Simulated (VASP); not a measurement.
# In (I4/mmm) in VASP: further runs, part 2 of 2

VASP 6.6.1. Earlier steps stand in the parts before.

### 3 Relaxation of shape and atoms at fixed volume, PBEsol (22.44 Å³/atom)

INCAR

```
SYSTEM = In
PREC     = Accurate       ! precision mode
ENCUT    = 600            ! plane-wave cutoff, eV
EDIFF    = 1E-7           ! SCF threshold, eV
ISMEAR   = 0              ! smearing method
SIGMA    = 0.1            ! smearing width, eV
LREAL    = .False.        ! projectors in reciprocal space
LASPH    = .True.         ! aspherical terms in the spheres
NELM     = 60             ! most SCF steps
ALGO     = Fast           ! electronic algorithm
ISIF     = 4              ! what is computed and relaxed
LWAVE    = .False.        ! write WAVECAR
LCHARG   = .False.        ! write CHGCAR
GGA      = PS             ! functional
IBRION   = 2              ! ionic algorithm
NSW      = 50             ! ionic steps
EDIFFG   = -0.01          ! ionic threshold
```

KPOINTS

```
regular mesh
0
Gamma
  18 18 18
  0 0 0
```

POSCAR

```
In
1.0
   -1.5330230566      1.5330230566      2.3875107210
    1.5330230566     -1.5330230566      2.3875107210
    1.5330230566      1.5330230566     -2.3875107210
In
1
Direct
    0.0000000000      0.0000000000      0.0000000000
```

Potentials or basis: VASP PAW PBE potentials, release 64 (In_d).

Launch:

```sh
$ cat potpaw_PBE.64/In_d/POTCAR > POTCAR
$ mpirun -np 1 vasp_std > vasp.out
```

OUTCAR:

```text
SYSTEM = In
   PREC = Accurate
   ENCUT = 600
   EDIFF = 1E-7
   ISMEAR = 0
   LREAL = .False.
   LASPH = .True.
   NELM = 60
   ISIF = 4
   GGA = PS
   IBRION = 2
   NSW = 50
   EDIFFG = -0.01

 ion  position               nearest neighbor table
   1  0.000  0.000  0.000-

  LATTYP: Found a body centered tetragonal cell.
 ALAT       =     3.0660461132
 C/A-ratio  =     1.5573873535

  Lattice vectors:

 A1 = (  -1.5330230566,   1.5330230566,   2.3875107210)
 A2 = (   1.5330230566,  -1.5330230566,   2.3875107210)
 A3 = (   1.5330230566,   1.5330230566,  -2.3875107210)

Analysis of symmetry for initial positions (statically):
=====================================================================
 Subroutine PRICEL returns:
 Original cell was already a primitive cell.

 Routine SETGRP: Setting up the symmetry group for a
 body centered tetragonal supercell.

 Subroutine GETGRP returns: Found 16 space group operations
 (whereof 16 operations were pure point group operations)
 out of a pool of 16 trial point group operations.

The static configuration has the point symmetry D_4h.

Analysis of symmetry for dynamics (positions and initial velocities):
=====================================================================
 Subroutine PRICEL returns:
 Original cell was already a primitive cell.

 Routine SETGRP: Setting up the symmetry group for a
 body centered tetragonal supercell.

 Subroutine GETGRP returns: Found 16 space group operations
 (whereof 16 operations were pure point group operations)
 out of a pool of 16 trial point group operations.

The dynamic configuration has the point symmetry D_4h.

 Subroutine INISYM returns: Found 16 space group operations
 (whereof 16 operations are pure point group operations),
 and found     1 'primitive' translations

----------------------------------------------------------------------------------------

[... 123 lines left out ...]
 RMM-DIIS sequential band-by-band and
 Gauss-broadening in eV      SIGMA  =   0.10
  energy-cutoff  :      600.00
  volume of cell :       22.44
 maximum number of plane-waves:       765
 NGX is ok and might be reduce to    28
   NGX = 13   NGY = 13   NGZ = 13

--------------------------------------- Ionic step        1  -------------------------------------------

 number of electron      13.0000002 magnetization

 Free energy of the ion-electron system (eV)
  ---------------------------------------------------
  ext. energy  EPLUGINS =         0.00000000
  ---------------------------------------------------
  free energy    TOTEN  =        -2.91751444 eV

  energy without entropy =       -2.91621792  energy(sigma->0) =       -2.91686618

------------------------ aborting loop because EDIFF is reached ----------------------------------------

  FORCE on cell =-STRESS in cart. coord.  units (eV):
  Direction    XX          YY          ZZ          XY          YZ          ZX
  --------------------------------------------------------------------------------------
  -------------------------------------------------------------------------------------
  Total        1.1288938      1.1288938      1.0995936      0.0000000      0.0000000      0.0000000
  in kB       80.5862573     80.5862573     78.4946580      0.0000000      0.0000000      0.0000000
  external PRESSURE =      79.8890575 kB  Pullay stress =       0.0000000 kB
[... 57 lines left out ...]
--------------------------------------- Ionic step        3  -------------------------------------------

 number of electron      13.0000002 magnetization

 Free energy of the ion-electron system (eV)
  ---------------------------------------------------
  ext. energy  EPLUGINS =         0.00000000
  ---------------------------------------------------
  free energy    TOTEN  =        -2.91753782 eV

  energy without entropy =       -2.91620199  energy(sigma->0) =       -2.91686990

 E-fermi :   9.2849     XC(G=0): -11.1569

 val. band max:        9.2831128372   @ k =  -0.2778  -0.3889   0.1111
 cond. band min:       9.3162709816   @ k =  -0.2222  -0.3889   0.1111
 fundamental gap:      0.0331581444
 Fermi energy:         9.2849394547

 k-point     1 :       0.0000    0.0000    0.0000
  band No.  band energies     occupation
      1      -5.6586      2.00000
      2      -5.4562      2.00000
      3      -5.4562      2.00000
      4      -5.3664      2.00000
      5      -5.1736      2.00000
      6      -1.4758      2.00000
      7      21.1449      0.00000
      8      21.1618      0.00000
      9      21.1618      0.00000
     10      21.4357      0.00000
[... 287 lines left out ...]
 k-point    24 :      -0.2222    0.0556    0.0000
  band No.  band energies     occupation
      1      -5.5777      2.00000
      2      -5.5093      2.00000
      3      -5.3910      2.00000
      4      -5.2874      2.00000
      5      -5.2082      2.00000
      6      -0.3336      2.00000
      7      14.4999      0.00000
      8      18.6050      0.00000
      9      19.9539      0.00000
     10      22.2512      0.00000

 [... further k-points ...]
[... 5 lines left out ...]
  --------------------------------------------------------------------------------------
  -------------------------------------------------------------------------------------
  Total        1.1267466      1.1267466      1.1321307      0.0000000      0.0000000      0.0000000
  in kB       80.4329751     80.4329751     80.8173193      0.0000000      0.0000000      0.0000000
  external PRESSURE =      80.5610899 kB  Pullay stress =       0.0000000 kB
[... 16 lines left out ...]
  FREE ENERGIE OF THE ION-ELECTRON SYSTEM (eV)
  ---------------------------------------------------
  free  energy   TOTEN  =        -2.9175378187 eV

  energy  without entropy=       -2.9162019899  energy(sigma->0) =       -2.91686990

 reached required accuracy - stopping structural energy minimisation
```

OSZICAR:

```text
N       E                     dE             d eps       ncg     rms          rms(c)
DAV:   1     0.737947575315E+02    0.73795E+02   -0.71472E+03  9630   0.190E+03
DAV:   2    -0.308232288667E+00   -0.74103E+02   -0.72883E+02  9742   0.305E+02
[... 25 lines left out ...]
DAV:   1    -0.291777255816E+01   -0.23981E-03   -0.86471E-03 11174   0.103E+00    0.820E-02
RMM:   2    -0.291762271749E+01    0.14984E-03   -0.14527E-04  9729   0.161E-01    0.502E-02
RMM:   3    -0.291753625205E+01    0.86465E-04   -0.78628E-05  9639   0.102E-01    0.765E-03
RMM:   4    -0.291753733751E+01   -0.10855E-05   -0.14832E-05 10605   0.612E-02    0.668E-03
RMM:   5    -0.291753770656E+01   -0.36905E-06   -0.42909E-06 10135   0.255E-02    0.537E-03
RMM:   6    -0.291753790246E+01   -0.19590E-06   -0.94367E-07  9439   0.191E-02    0.339E-03
RMM:   7    -0.291753781871E+01    0.83752E-07   -0.52216E-07  8299   0.102E-02
   3 F= -.29175378E+01 E0= -.29168699E+01  d E =-.233790E-04
```

CONTCAR:

```text
In
   1.00000000000000
    -1.5347947877713166    1.5347947877713166    2.3820017295989775
     1.5347947877713166   -1.5347947877713166    2.3820017295989775
     1.5347947877713166    1.5347947877713166   -2.3820017295989775
  In
     1
Direct
     0.0000000000000000    0.0000000000000000    0.0000000000000000

  0.00000000E+00  0.00000000E+00  0.00000000E+00
```

Wall time 6.3 min (1 thread of Intel Xeon 8259CL, shared host); peak memory 0.28 GiB.

What came out:

```yaml
Free_energy: -2.9175 eV
Energy_gained_by_relaxing: 0.0 meV/atom
Ionic_steps: 3
Pressure_after_relaxing: 8.1 GPa
Band_gap_on_the_k_mesh: zero (an odd number of electrons rules out a gap without spin polarisation)
```

Final structure:
```cif
data_structure
_symmetry_space_group_name_H-M 'P 1'
_symmetry_Int_Tables_number 1
_cell_length_a 3.2226
_cell_length_b 3.2226
_cell_length_c 3.2226
_cell_angle_alpha 123.117
_cell_angle_beta 123.117
_cell_angle_gamma 84.681
_cell_volume 22.44
loop_
_atom_site_label
_atom_site_type_symbol
_atom_site_fract_x
_atom_site_fract_y
_atom_site_fract_z
_atom_site_occupancy
In1 In 0.00000 0.00000 0.00000 1
```

Caveat: the PAW data sets were made with another functional, which shifts forces and pressure a little; spin-orbit coupling is left out, which moves the levels of the heavy elements.

### 4 Relaxation of shape and atoms at fixed volume, PBEsol (27.03 Å³/atom)

This run uses another cell than the first one, of 27.03 Å³/atom.

INCAR

```
SYSTEM = In
PREC = Accurate
ENCUT = 600
EDIFF = 1E-6
ISMEAR = 0
SIGMA = 0.1
LREAL = .FALSE.
LASPH = .TRUE.
NELM = 100
ALGO = Fast
ISIF = 4
LWAVE = .FALSE.
LCHARG = .FALSE.
GGA = PS
IBRION = 2
NSW = 50
EDIFFG = -0.01
```

KPOINTS

```
regular mesh
0
G
  18 18 18
  0 0 0
```

POSCAR

```
In
1.0
   -1.6287729803      1.6287729803      2.5476794526
    1.6287729803     -1.6287729803      2.5476794526
    1.6287729803      1.6287729803     -2.5476794526
In
1
Direct
    0.0000000000      0.0000000000      0.0000000000
```

Launch:

```sh
$ cat potpaw_PBE.64/In_d/POTCAR > POTCAR
$ mpirun -np 1 vasp_std > vasp.out
```

Run time: 85 s. Hardware: 1 thread of Intel Xeon 6975P-C (Granite Rapids), shared host; peak memory 0.29 GiB.

It converged, with:

| Item | Value |
| --- | --- |
| Free energy | -2.9749 eV |
| Pressure after relaxing | -2.3 GPa |
| Band gap on the k mesh | zero (an odd number of electrons rules out a gap without spin polarisation) |

Final structure:
```
CELL_PARAMETERS angstrom
-1.62877 1.62877 2.54768
1.62877 -1.62877 2.54768
1.62877 1.62877 -2.54768
ATOMIC_POSITIONS crystal
In 0.00000 0.00000 0.00000
```

Levels at points of the mesh, in eV from the Fermi level:
| k point | band 4 | band 5 | band 6 | band 7 | band 8 | band 9 |
| --- | --- | --- | --- | --- | --- | --- |
| (0.00, 0.00, 0.00) | -14.42 | -14.28 | -9.33 | 10.24 | 10.24 | 10.41 |
| (0.50, 0.00, 0.00) | -14.22 | -14.18 | -4.28 | -3.23 | 6.98 | 9.18 |
| (0.50, 0.50, 0.00) | -14.21 | -14.10 | -1.76 | -1.58 | 3.28 | 3.88 |
| (0.50, 0.50, 0.50) | -14.18 | -14.18 | -3.27 | -2.70 | 4.90 | 4.90 |

Caveat: the relaxation stopped at its first step, so nothing moved; the PAW data sets were made with another functional, which shifts forces and pressure a little; spin-orbit coupling is left out, which moves the levels of the heavy elements.

### 5 Relaxation of shape and atoms at fixed volume, PBEsol (28.06 Å³/atom)

This run uses another cell than the first one, of 28.06 Å³/atom.

INCAR

```
PREC = Accurate
ENCUT = 600
EDIFF = 1E-6
ISMEAR = 0
SIGMA = 0.1
LREAL = False
LASPH = True
NELM = 60
ALGO = Fast
ISIF = 4
LWAVE = False
LCHARG = False
GGA = PS
IBRION = 2
NSW = 50
EDIFFG = -0.01
```

KPOINTS

```
Automatic mesh
0
Gamma
  18 18 18
```

POSCAR

```
In
1.0
   -1.6490082541      1.6490082541      2.5793308810
    1.6490082541     -1.6490082541      2.5793308810
    1.6490082541      1.6490082541     -2.5793308810
In
1
Direct
    0.0000000000      0.0000000000      0.0000000000
```

Launch:

```sh
$ cat potpaw_PBE.64/In_d/POTCAR > POTCAR
$ mpirun -np 1 vasp_std > vasp.out
```

Run time: 1.8 min. Hardware: 1 thread of Intel Xeon 6975P-C (Granite Rapids), shared host; peak memory 0.3 GiB.

Results (log left out):

- Free energy: -2.9574 eV
- Energy gained by relaxing: 0.0 meV/atom
- Ionic steps: 3
- Pressure after relaxing: -3.2 GPa
- Band gap on the k mesh: zero (an odd number of electrons rules out a gap without spin polarisation)

Final structure:
```
In
1.0
    -1.65097    1.65097    2.57321
     1.65097   -1.65097    2.57321
     1.65097    1.65097   -2.57321
In
1
Direct
  0.00000 0.00000 0.00000
```

Levels at points of the mesh, in eV from the Fermi level:
```csv
k point,band 4,band 5,band 6,band 7,band 8,band 9
"(0.00, 0.00, 0.00)",-14.38,-14.26,-9.07,9.92,9.92,10.07
"(0.50, 0.00, 0.00)",-14.21,-14.16,-4.26,-3.06,6.84,8.87
"(0.50, 0.50, 0.00)",-14.20,-14.10,-1.68,-1.66,3.24,3.82
"(0.50, 0.50, 0.50)",-14.17,-14.17,-3.25,-2.53,4.77,4.77
```

Caveat: the PAW data sets were made with another functional, which shifts forces and pressure a little; spin-orbit coupling is left out, which moves the levels of the heavy elements.

### 6 The runs side by side

```tsv
task	cell	cutoff (eV)	gap on the mesh (eV)	pressure (GPa)
single point	a = 3.224 Å, angles 123.2, 123.2, 84.6°, 1 atom	520	none	8.0
relaxation of shape and atoms at fixed volume	relaxed from a = 3.225 Å, angles 123.2, 123.2, 84.5°, 1 atom	600	none	8.1
relaxation of shape and atoms at fixed volume	relaxed from a = 3.435 Å, angles 123.4, 123.4, 84.2°, 1 atom	600	none	-2.3
relaxation of shape and atoms at fixed volume	relaxed from a = 3.477 Å, angles 123.4, 123.4, 84.2°, 1 atom	600	none	-3.2
```

Alike in all rows: level PBEsol; potentials or basis VASP PAW PBE potentials, release 64 (In_d); no spin polarisation; k mesh 18 × 18 × 18; smearing gaussian 0.1 eV.

Caveats: the PAW data sets were made with another functional, which shifts forces and pressure a little; spin-orbit coupling is left out, which moves the levels of the heavy elements; the cell stands under pressure (at least some runs); the relaxation stopped at its first step, so nothing moved (at least some runs).

Total energies depend on the potentials used, so only differences within one code and one set of settings carry meaning.
